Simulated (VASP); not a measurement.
Runs of VASP 6.6.1 on Ti2C. The structure is that of space group R-3m (No. 166), or close to it. The cells are those of the table. 

```tsv
cell	gap on the mesh (eV)	pressure (GPa)	largest force (eV/Å)
a = 5.425 Å, angles 31.3°, 3 atoms	none	(b)	0.56
a = 5.448 Å, angles 32.5°, 3 atoms	none	-12.3	1.10
a = 4.758 Å, angles 39.0°, 3 atoms	none	0.7	0.64
a = 5.267 Å, angles 33.7°, 3 atoms	none	-6.7	0.56
a = 4.909 Å, angles 36.2°, 3 atoms	none	8.6	0.71
a = 4.786 Å, angles 40.3°, 3 atoms	none	(a)	0.02
```

Alike in all rows: task single point; level PBEsol; potentials or basis VASP PAW PBE potentials, release 64 (Ti_sv, C); no spin polarisation; k mesh 18 × 18 × 18; cutoff (eV) 520; smearing gaussian 0.15 eV.

Question: Estimate the missing entries.

Answer: (a) -12.2; (b) 2.0.

Caveats: the PAW data sets were made with another functional, which shifts forces and pressure a little; the stress differs along the axes, from -16 to 11 GPa (at least some runs); the stress differs along the axes, from -22 to -7 GPa (at least some runs); the stress differs along the axes, from -7 to 15 GPa (at least some runs); the stress differs along the axes, from -12 to -4 GPa (at least some runs); the stress differs along the axes, from 6 to 14 GPa (at least some runs); the stress differs along the axes, from -20 to 4 GPa (at least some runs).

A gap of «none» marks levels without a gap at the run's occupations.
